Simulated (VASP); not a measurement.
# ZnSe (Stilleite) in VASP: settings compared

Aim: see how the results for ZnSe (Stilleite) move with the level of theory and the settings. Levels: r2SCAN+D4, revPBE+D3(BJ), PBEsol, PBE+D4. Tasks: single point, relaxation of cell and atoms.

Everything below comes from runs of VASP 6.6.1. Logs are shortened: lines on timing, memory, paths and dates and some standing lists are left out, and cuts for length are marked.

## (1) The cell of the first run

The typed cell holds 2 atoms: a = 3.990 Å, b = 3.990 Å, c = 3.990 Å, α = 60.04°, β = 60.04°, γ = 60.04°.

## (2) Single point, r2SCAN+D4

File POSCAR:

```
ZnSe
1.0
    3.9895499119     -0.0014671204     -0.0010374108
    1.9935043924      3.4557851336     -0.0010374108
    1.9935043924      1.1509502976      3.2584912733
Zn Se
1 1
Direct
   -0.0000403346     -0.0000403346     -0.0000403346
    0.2500403346      0.2500403346      0.2500403346
```

File INCAR.step1:

```
PREC = Accurate ; ENCUT = 520
ISMEAR = -1 ; SIGMA = 0.01
LREAL = False ; LASPH = True
NELM = 80 ; NBANDS = 16
ISYM = 0 ; GGA = PE
ALGO = Normal ; EDIFF = 1E-4
LWAVE = True ; LCHARG = False
```

File INCAR.step2:

```
PREC = Accurate ; ENCUT = 520
EDIFF = 1E-6 ; ISMEAR = -1
SIGMA = 0.01 ; LREAL = False
LASPH = True ; NELM = 80
ALGO = Normal ; ISIF = 2
LWAVE = False ; LCHARG = False
METAGGA = R2SCAN ; LMIXTAU = True
IVDW = 13 ; VDW_S6 = 1.0
VDW_S8 = 0.6018749 ; VDW_A1 = 0.51559235
VDW_A2 = 5.77342911 ; NBANDS = 16
ISYM = 0 ; ISTART = 1
```

File KPOINTS:

```
Automatic mesh
0
Gamma
  6 6 6
  0.5 0.5 0.5
```

Potentials or basis: VASP PAW PBE potentials, release 64 (Zn, Se).

Started as:

```bash
$ cat potpaw_PBE.64/Zn/POTCAR potpaw_PBE.64/Se/POTCAR > POTCAR
$ cp INCAR.step1 INCAR
$ mpirun -np 1 vasp_std > vasp.out
$ cp INCAR.step2 INCAR
$ mpirun -np 1 vasp_std > vasp.out
```

OUTCAR:

```text
PREC = Accurate
   ENCUT = 520
   EDIFF = 1E-6
   ISMEAR = -1
   LREAL = False
   LASPH = True
   NELM = 80
   ISIF = 2
   METAGGA = R2SCAN
   IVDW = 13
   ISYM = 0
   ISTART = 1

 ion  position               nearest neighbor table
   1  1.000  1.000  1.000-   2 2.44   2 2.44   2 2.44   2 2.44
   2  0.250  0.250  0.250-   1 2.44   1 2.44   1 2.44   1 2.44

IMPORTANT INFORMATION: All symmetrisations will be switched off!
NOSYMM: (Re-)initialisation of all symmetry stuff for point group C_1.

----------------------------------------------------------------------------------------

                                     Primitive cell

  volume of cell :      44.9440

  direct lattice vectors                    reciprocal lattice vectors
     3.989549912 -0.001467120 -0.001037411     0.250575091 -0.144577449 -0.102231695
     1.993504392  3.455785134 -0.001037411     0.000079801  0.289293119 -0.102231695
     1.993504392  1.150950298  3.258491273     0.000079801  0.000046073  0.306825400

  length of vectors
     3.989550317  3.989550317  3.989550317     0.306825414  0.306825414  0.306825414

  position of ions in fractional coordinates (direct lattice)
     0.999959665  0.999959665  0.999959665
     0.250040335  0.250040335  0.250040335

  ion indices of the primitive-cell ions
   primitive index   ion index
                 1           1
                 2           2

----------------------------------------------------------------------------------------

 KPOINTS: Automatic mesh

Automatic generation of k-mesh.
 Grid dimensions read from file:
 generate k-points for:    6    6    6

 Generating k-lattice:

  Cartesian coordinates                     Fractional coordinates (reciprocal lattice)
     0.041762515 -0.024096242 -0.017038616     0.166666667 -0.000000000 -0.000000000
     0.000013300  0.048215520 -0.017038616    -0.000000000  0.166666667  0.000000000
     0.000013300  0.000007679  0.051137567     0.000000000 -0.000000000  0.166666667

  Length of vectors
     0.051137569  0.051137569  0.051137569

  Shift w.r.t. Gamma in fractional coordinates (k-lattice)
     0.500000000  0.500000000  0.500000000

 Subroutine IBZKPT returns following result:
 ===========================================

 Found    108 irreducible k-points:

 Following reciprocal coordinates:
            Coordinates               Weight
  0.083333  0.083333  0.083333      2.000000
  0.250000  0.083333  0.083333      2.000000
  0.083333  0.250000  0.083333      2.000000
  0.083333  0.083333  0.250000      2.000000
  0.416667  0.083333  0.083333      2.000000
  0.083333  0.416667  0.083333      2.000000
[... 16 lines left out ...]
 -0.250000 -0.416667 -0.083333      2.000000
  0.250000  0.083333  0.416667      2.000000
 [... further k-points ...]
   k-points           NKPTS =    108   k-points in BZ     NKDIM =    108   number of bands    NBANDS=     16
   number of dos      NEDOS =    301   number of ions     NIONS =      2
   total plane-waves  NPLWV =  27000
   dimension x,y,z NGX =    30 NGY =   30 NGZ =   30
   dimension x,y,z NGXF=    60 NGYF=   60 NGZF=   60
   ions per type =               1   1
   NGX,Y,Z   is equivalent  to a cutoff of  12.50, 12.50, 12.50 a.u.
   NGXF,Y,Z  is equivalent  to a cutoff of  25.00, 25.00, 25.00 a.u.
 SYSTEM =  unknown system
   PREC   = accura    normal or accurate (medium, high low for compatibility)
   ISTART =      1    job   : 0-new  1-cont  2-samecut
   ICHARG =      0    charge: 1-file 2-atom 10-const
   ISPIN  =      1    spin polarized calculation?
   LNONCOLLINEAR =      F non collinear calculations
   LSORBIT =      F    spin-orbit coupling
   LASPH  =      T    aspherical Exc in radial PAW
   ENCUT  =  520.0 eV  38.22 Ry    6.18 a.u.   7.42  7.42  7.42*2*pi/ulx,y,z
   NELM   =     80;   NELMIN=  2; NELMDL=  0     # of ELM steps
   EDIFF  = 0.1E-05   stopping-criterion for ELM
   LREAL  =      F    real-space projection
   EDIFFG = 0.1E-04   stopping-criterion for IOM
   NSW    =      0    number of steps for IOM
   IBRION =     -1    ionic relax: 0-MD 1-quasi-New 2-CG
   NFREE  =      0    steps in history (QN), initial steepest desc. (CG)
   ISIF   =      2    stress and relaxation
   ISYM   =      0    0-nonsym 1-usesym 2-fastsym
   POTIM  = 0.5000    time-step for ionic-motion
   TEBEG  =    0.0;   TEEND  =   0.0 temperature during run
   PSTRESS=    0.0 pullay stress
   NELECT =      18.0000    total number of electrons
   NUPDOWN=      -1.0000    fix difference up-down
   EMIN   =  10.00;   EMAX   =-10.00  energy-range for DOS
   EFERMI =   0.00;   METHOD = LEGACY
   ISMEAR =    -1;   SIGMA  =   0.01  broadening in eV -4-tet -1-fermi 0-gaus
   EFERMI_NEDOS =   21; number of points for ismear=-14 and -15
   IALGO  =     38    algorithm
   IMIX   =      4    mixing-type and parameters
     AMIX     =   0.40;   BMIX     =  1.00
     AMIX_MAG =   1.60;   BMIX_MAG =  1.00
  volume/ion in A,a.u.               =      22.47       151.65
  Fermi-wavevector in a.u.,A,eV,Ry     =   1.206726  2.280381 19.812622  1.456187
  Thomas-Fermi vector in A             =   2.342384
   LORBIT       =      0    0 simple, 1 ext, 2 COOP (PROOUT), +10 PAW based schemes
   METAGGA = R2SCAN    functional components
   LHFCALC =     F    Hartree Fock is set to
   AEXX    =    0.0000 exact exchange contribution
   IVDW    =    13    specifies the selected vdW correction
   LEPSILON=     F    determine dielectric tensor
   LRPA    =     F    only Hartree local field effects (RPA)
 non-spin polarized calculation
  energy-cutoff  :      520.00
  volume of cell :       44.94
 maximum number of plane-waves:      1239
 NGX is ok and might be reduce to    30
   NGX = 15   NGY = 15   NGZ = 15

 number of electron      18.0000002 magnetization

 Free energy of the ion-electron system (eV)
  ---------------------------------------------------
  ext. energy  EPLUGINS =         0.00000000
  ---------------------------------------------------
  free energy    TOTEN  =       -24.90837043 eV

  energy without entropy =      -24.90837043  energy(sigma->0) =      -24.90837043

 E-fermi :   1.5675     XC(G=0):  -9.9818

 val. band max:        1.3321092963   @ k =   0.0833   0.0833   0.0833
 cond. band min:       3.8732007678   @ k =   0.0833   0.0833   0.0833
 fundamental gap:      2.5410914716
 Fermi energy:         1.5674957569

 k-point     1 :       0.0833    0.0833    0.0833
  band No.  band energies     occupation
      1     -12.3428      2.00000
      2      -5.3294      2.00000
      3      -5.3242      2.00000
      4      -5.3242      2.00000
      5      -4.9130      2.00000
      6      -4.9130      2.00000
[... 8 lines left out ...]
     15      12.9716      0.00000
     16      12.9716      0.00000

 k-point     2 :       0.2500    0.0833    0.0833
  band No.  band energies     occupation
      1     -12.1073      2.00000
      2      -5.3028      2.00000
      3      -5.2922      2.00000
      4      -5.2774      2.00000
      5      -4.9224      2.00000
      6      -4.9054      2.00000
[... 8 lines left out ...]
     15      12.6545      0.00000
     16      13.8520      0.00000

 k-point     3 :       0.0833    0.2500    0.0833
  band No.  band energies     occupation
      1     -12.1073      2.00000
      2      -5.3028      2.00000
      3      -5.2922      2.00000
      4      -5.2774      2.00000
      5      -4.9224      2.00000
      6      -4.9054      2.00000
[... 8 lines left out ...]
     15      12.6545      0.00000
     16      13.8520      0.00000

 k-point     4 :       0.0833    0.0833    0.2500
  band No.  band energies     occupation
      1     -12.1073      2.00000
      2      -5.3028      2.00000
      3      -5.2922      2.00000
      4      -5.2774      2.00000
      5      -4.9224      2.00000
      6      -4.9054      2.00000
[... 8 lines left out ...]
     15      12.6545      0.00000
     16      13.8520      0.00000

 k-point     5 :       0.4167    0.0833    0.0833
  band No.  band energies     occupation
      1     -11.6978      2.00000
      2      -5.2415      2.00000
      3      -5.2402      2.00000
      4      -5.0830      2.00000
      5      -4.9130      2.00000
      6      -4.8894      2.00000
[... 8 lines left out ...]
     15      12.9413      0.00000
     16      14.6142      0.00000

 k-point     6 :       0.0833    0.4167    0.0833
  band No.  band energies     occupation
      1     -11.6978      2.00000
      2      -5.2415      2.00000
      3      -5.2402      2.00000
      4      -5.0830      2.00000
      5      -4.9130      2.00000
      6      -4.8894      2.00000
[... 8 lines left out ...]
     15      12.9413      0.00000
     16      14.6142      0.00000
[... 267 lines left out ...]
 k-point    21 :      -0.4167   -0.0833   -0.2500
  band No.  band energies     occupation
      1     -11.6560      2.00000
      2      -5.2669      2.00000
      3      -5.1928      2.00000
      4      -5.1415      2.00000
      5      -4.9120      2.00000
      6      -4.8806      2.00000
[... 8 lines left out ...]
     15      15.0884      0.00000
     16      15.7352      0.00000

 k-point    22 :       0.0833    0.4167    0.2500
  band No.  band energies     occupation
      1     -11.6560      2.00000
      2      -5.2669      2.00000
      3      -5.1928      2.00000
      4      -5.1415      2.00000
      5      -4.9120      2.00000
      6      -4.8806      2.00000
[... 8 lines left out ...]
     15      15.0884      0.00000
     16      15.7352      0.00000

 k-point    23 :      -0.2500   -0.4167   -0.0833
  band No.  band energies     occupation
      1     -11.6560      2.00000
      2      -5.2669      2.00000
      3      -5.1928      2.00000
      4      -5.1415      2.00000
      5      -4.9120      2.00000
      6      -4.8806      2.00000
[... 8 lines left out ...]
     15      15.0884      0.00000
     16      15.7352      0.00000

 k-point    24 :       0.2500    0.0833    0.4167
  band No.  band energies     occupation
      1     -11.6560      2.00000
      2      -5.2669      2.00000
      3      -5.1928      2.00000
      4      -5.1415      2.00000
      5      -4.9120      2.00000
      6      -4.8806      2.00000
[... 8 lines left out ...]
     15      15.0884      0.00000
     16      15.7352      0.00000

 [... further k-points ...]

------------------------ aborting loop because EDIFF is reached ----------------------------------------

  DFT-D4 for vdW energy calculation

  Edisp (eV):   -0.23206

  FORCE on cell =-STRESS in cart. coord.  units (eV):
  Direction    XX          YY          ZZ          XY          YZ          ZX
  --------------------------------------------------------------------------------------
  -------------------------------------------------------------------------------------
  Total       0.02694     0.02831     0.02859    -0.00119    -0.00048    -0.00084
  in kB       0.96024     1.00906     1.01936    -0.04226    -0.01725    -0.02988
  external pressure =        1.00 kB  Pullay stress =        0.00 kB

 VOLUME and BASIS-vectors are now :
 -----------------------------------------------------------------------------
  energy-cutoff  :      520.00
  volume of cell :       44.94
      direct lattice vectors                 reciprocal lattice vectors
     3.989549912 -0.001467120 -0.001037411     0.250575091 -0.144577449 -0.102231695
     1.993504392  3.455785134 -0.001037411     0.000079801  0.289293119 -0.102231695
     1.993504392  1.150950298  3.258491273     0.000079801  0.000046073  0.306825400

 POSITION                                       TOTAL-FORCE (eV/Angst)
 -----------------------------------------------------------------------------------
      7.97624      4.60508      3.25629         0.000382      0.000221      0.000140
      1.99446      1.15150      0.81424        -0.000382     -0.000221     -0.000140
 -----------------------------------------------------------------------------------
    total drift:                               -0.000417     -0.000243     -0.000174

  FREE ENERGIE OF THE ION-ELECTRON SYSTEM (eV)
  ---------------------------------------------------
  free  energy   TOTEN  =       -25.1404305487 eV

  energy  without entropy=      -25.1404305487  energy(sigma->0) =      -25.14043055
```

Run time: 2.9 min. Hardware: 1 thread of AMD EPYC 9R45 (Zen 5), shared host; peak memory 0.2 GiB.

What came out:

```yaml
Free_energy: -25.1404 eV
Pressure: 0.1 GPa
Band_gap_on_the_k_mesh: 2.54 eV, direct
Dispersion_energy_per_atom: -0.116 eV
```

Caveat: the PAW data sets were made with another functional, which shifts forces and pressure a little. r2SCAN opens gaps a little over a GGA but as a rule still falls short of measured ones.

## (3) Relaxation of cell and atoms, revPBE+D3(BJ)

This run uses another cell than the first one, of 22.76 Å³/atom, 1.013 times its volume.

File INCAR:

```
SYSTEM = ZnSe
PREC = Accurate
ENCUT = 600
EDIFF = 1E-6
ISMEAR = -1
SIGMA = 0.01
LREAL = .FALSE.
LASPH = .TRUE.
NELM = 60
ALGO = Normal
ISIF = 3
LWAVE = .FALSE.
LCHARG = .FALSE.
GGA = RE
IVDW = 12
IBRION = 2
NSW = 80
EDIFFG = -0.01
ISYM = 0
```

KPOINTS is that of step 2.

File POSCAR:

```
ZnSe
1.0
    4.0075980000      0.0000000000      0.0000000000
    2.0037990000      3.4706816762      0.0000000000
    2.0037990000      1.1568938921      3.2721900647
Zn Se
1 1
Direct
    0.0000000000      0.0000000000      0.0000000000
    0.2500000000      0.2500000000      0.2500000000
```

Potentials or basis: VASP PAW PBE potentials, release 64 (Zn, Se).

Started as:

```bash
$ cat potpaw_PBE.64/Zn/POTCAR potpaw_PBE.64/Se/POTCAR > POTCAR
$ mpirun -np 1 vasp_std > vasp.out
```

OUTCAR:

```text
SYSTEM = ZnSe
   PREC = Accurate
   ENCUT = 600
   EDIFF = 1E-6
   ISMEAR = -1
   LREAL = .FALSE.
   LASPH = .TRUE.
   NELM = 60
   ISIF = 3
   GGA = RE
   IVDW = 12
   IBRION = 2
   NSW = 80
   EDIFFG = -0.01
   ISYM = 0
 IVDW          = 12

 ion  position               nearest neighbor table
   1  0.000  0.000  0.000-   2 2.45   2 2.45   2 2.45   2 2.45
   2  0.250  0.250  0.250-   1 2.45   1 2.45   1 2.45   1 2.45

IMPORTANT INFORMATION: All symmetrisations will be switched off!
NOSYMM: (Re-)initialisation of all symmetry stuff for point group C_1.

----------------------------------------------------------------------------------------

                                     Primitive cell

  volume of cell :      45.5132

  direct lattice vectors                    reciprocal lattice vectors
     4.007598000  0.000000000  0.000000000     0.249526025 -0.144063918 -0.101868573
[... 220 lines left out ...]
  free energy    TOTEN  =        -5.41486609 eV

  energy without entropy =       -5.41486609  energy(sigma->0) =       -5.41486609

 E-fermi :   2.0377     XC(G=0):  -9.2553

 val. band max:        1.7786098646   @ k =   0.0833   0.0833   0.0833
 cond. band min:       3.9152985738   @ k =   0.0000   0.0833   0.0000
 fundamental gap:      2.1366887092
 Fermi energy:         2.0376810505

 k-point     1 :       0.0833    0.0833    0.0833
  band No.  band energies     occupation
      1     -11.4493      2.00000
      2      -4.7280      2.00000
      3      -4.7225      2.00000
      4      -4.7225      2.00000
      5      -4.3421      2.00000
      6      -4.3421      2.00000
      7       1.1270      2.00000
      8       1.7786      2.00000
      9       1.7786      2.00000
     10       3.9153      0.00000
     11       7.6374      0.00000
     12       7.8101      0.00000
     13       7.8101      0.00000
[... 354 lines left out ...]
  band No.  band energies     occupation
      1     -10.8201      2.00000
      2      -4.6445      2.00000
      3      -4.6438      2.00000
      4      -4.4994      2.00000
      5      -4.3414      2.00000
      6      -4.3172      2.00000
      7      -2.5131      2.00000
      8       0.6035      2.00000
      9       1.1374      2.00000
     10       5.0204      0.00000
     11       8.2382      0.00000
     12       8.4236      0.00000
     13       9.7548      0.00000

 [... further k-points ...]

------------------------ aborting loop because EDIFF is reached ----------------------------------------

 Edisp (eV)   -1.27920

 E8    (eV) :    -0.8806
[... 25 lines left out ...]
  FREE ENERGIE OF THE ION-ELECTRON SYSTEM (eV)
  ---------------------------------------------------
  free  energy   TOTEN  =        -6.6940658788 eV

  energy  without entropy=       -6.6940658788  energy(sigma->0) =       -6.69406588

 reached required accuracy - stopping structural energy minimisation
```

OSZICAR:

```text
N       E                     dE             d eps       ncg     rms          rms(c)
DAV:   1     0.931984661456E+02    0.93198E+02   -0.98551E+03 11232   0.175E+03
[... 23 lines left out ...]
       N       E                     dE             d eps       ncg     rms          rms(c)
DAV:   1    -0.541880513013E+01   -0.10885E-01   -0.52357E-02 13412   0.509E+00    0.447E-01
DAV:   2    -0.541540309662E+01    0.34020E-02   -0.12083E-02 13392   0.317E+00    0.167E-01
DAV:   3    -0.541497992218E+01    0.42317E-03   -0.42711E-04 11572   0.184E-01    0.795E-02
DAV:   4    -0.541487657865E+01    0.10334E-03   -0.69899E-05 13092   0.897E-02    0.305E-02
DAV:   5    -0.541486589281E+01    0.10686E-04   -0.16486E-05 16756   0.815E-02    0.290E-03
DAV:   6    -0.541486609120E+01   -0.19839E-06   -0.50412E-06 11332   0.397E-02
   3 F= -.66940659E+01 E0= -.66940659E+01  d E =-.283416E-02
```

Run time: 4.4 min. Hardware: 1 thread of AMD EPYC 9R45 (Zen 5), shared host; peak memory 0.46 GiB.

What came out:

* Free energy: -6.6941 eV
* Relaxed volume: 22.35 Å³/atom
* Relaxed cell: a = 3.984 Å, b = 3.984 Å, c = 3.984 Å, α = 60.00°, β = 60.00°, γ = 60.00°
* Space group after relaxing (to 0.05 Å): F-43m (No. 216)
* Energy gained by relaxing: 1.4 meV/atom
* Ionic steps: 3
* Pressure after relaxing: 0.1 GPa
* Band gap on the k mesh: 2.14 eV, direct
* Dispersion energy per atom: -0.640 eV

The path:
| step | energy change (eV) | largest force (eV/Å) | pressure (GPa) | volume (Å³) |
| --- | --- | --- | --- | --- |
| 1 | 0.0000 | 0.0000 | -1.09 | 45.51 |
| 2 | -0.0026 | 0.0000 | 0.31 | 44.50 |
| 3 | -0.0028 | 0.0000 | 0.05 | 44.70 |

Final structure:
```yaml
crystal:
  lattice:
    - [3.98372, 0.00000, 0.00000]
    - [1.99186, 3.45000, 0.00000]
    - [1.99186, 1.15000, 3.25269]
  atoms:
    - { symbol: Zn, position: [0.00000, 0.00000, 0.00000] }
    - { symbol: Se, position: [0.25000, 0.25000, 0.25000] }
```

Caveat: the PAW data sets were made with another functional, which shifts forces and pressure a little. A k mesh can miss the band edges.

[end of part 1 of 2]
